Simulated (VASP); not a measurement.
Set up this calculation in VASP 6.6.1, as the native input.

```
Task                   : single point
Functional             : LDA
Potentials or basis    : VASP PAW LDA potentials, release 64 (Li_sv, H)
Cutoff                 : 520 eV
k mesh                 : 6 × 6 × 4
Occupations            : gaussian, width 0.01 eV
Spin                   : no spin polarisation
Dipole correction      : no
Further INCAR settings : ALGO = Normal; EDIFF = 1e-06; NBANDS = 12
```

The structure of LiH lies in POSCAR:

```
LiH
1.0
    2.7815484418      0.0000000000      0.0000000000
   -1.3907742209      2.4088916124      0.0000000000
    0.0000000000      0.0000000000      4.8729606993
Li H
2 2
Direct
    0.0000000000      0.0000000000      0.0000000000
    0.0000000000      0.0000000000      0.5000000000
    0.3333333333      0.6666666667      0.2500000000
    0.6666666667      0.3333333333      0.7500000000
```

The input as run:

INCAR

```
SYSTEM = LiH
ALGO = Normal ; EDIFF = 1E-6
ENCUT = 520 ; ISIF = 2
ISMEAR = 0 ; LASPH = .TRUE.
LCHARG = .TRUE. ; LELF = .TRUE.
LREAL = .FALSE. ; LVHAR = .TRUE.
LWAVE = .FALSE. ; NBANDS = 12
NELM = 100 ; PREC = Accurate
SIGMA = 0.01
```

KPOINTS

```
k-points
0
G
  6 6 4
  0 0 0
```

Potentials or basis: VASP PAW LDA potentials, release 64 (Li_sv, H).

Command:

```bash
$ cat potpaw_LDA.64/Li_sv/POTCAR potpaw_LDA.64/H/POTCAR > POTCAR
$ mpirun -np 1 vasp_std > vasp.out
```

Results of the run:

```
Band gap on the k mesh : 4.05 eV, indirect (least direct gap 4.61 eV)
```

Caveat: the k points lie up to 0.43 Å⁻¹ apart.

Wall time 14 s on 1 thread of AMD EPYC 7R13 Processor (Zen 3) (shared host), peak memory 0.1 GiB.
